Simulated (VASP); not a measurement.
Li4Pt3: single point with PBE

Crystal: Li4Pt3.

```
Li Pt
1.0
    -2.94709    2.94709    2.94709
     2.94709   -2.94709    2.94709
     2.94709    2.94709   -2.94709
Li Pt
4 3
Cartesian
  1.4735 1.4735 1.4735
  1.4735 1.4735 -1.4735
  1.4735 -1.4735 1.4735
  -1.4735 1.4735 1.4735
  2.9471 0.0000 0.0000
  0.0000 2.9471 0.0000
  0.0000 0.0000 2.9471
```

- Program: VASP 6.6.1
- Task: single point
- Functional: PBE
- Potentials or basis: VASP PAW PBE potentials, release 64 (Li_sv, Pt)
- Cutoff: 520 eV
- k mesh: 10 × 10 × 10
- Occupations: gaussian, width 0.1 eV
- Spin: no spin polarisation
- Dipole correction: no
- k mesh for the DOS: 15 × 15 × 15
- Occupations for the DOS: tetrahedron
- Further INCAR settings: ALGO = Fast; EDIFF = 1e-06

| Property | Result |
| --- | --- |
| Valence electrons inside the program's atomic spheres | Li 2.12; Pt 9.24 |

Levels at points of the mesh, in eV from the Fermi level:
| k point | band 17 | band 18 | band 19 | band 20 | band 21 | band 22 | band 23 | band 24 | band 25 |
| --- | --- | --- | --- | --- | --- | --- | --- | --- | --- |
| (0.00, 0.00, 0.00) | -0.76 | -0.76 | -0.76 | 0.65 | 1.11 | 1.11 | 1.11 | 2.32 | 2.32 |

Run time: 12 min on 1 thread of Intel(R) Xeon(R) Platinum 8488C (Sapphire Rapids) (shared host), peak memory 0.4 GiB.

Caveat: spin-orbit coupling is left out, which moves the levels of the heavy elements.
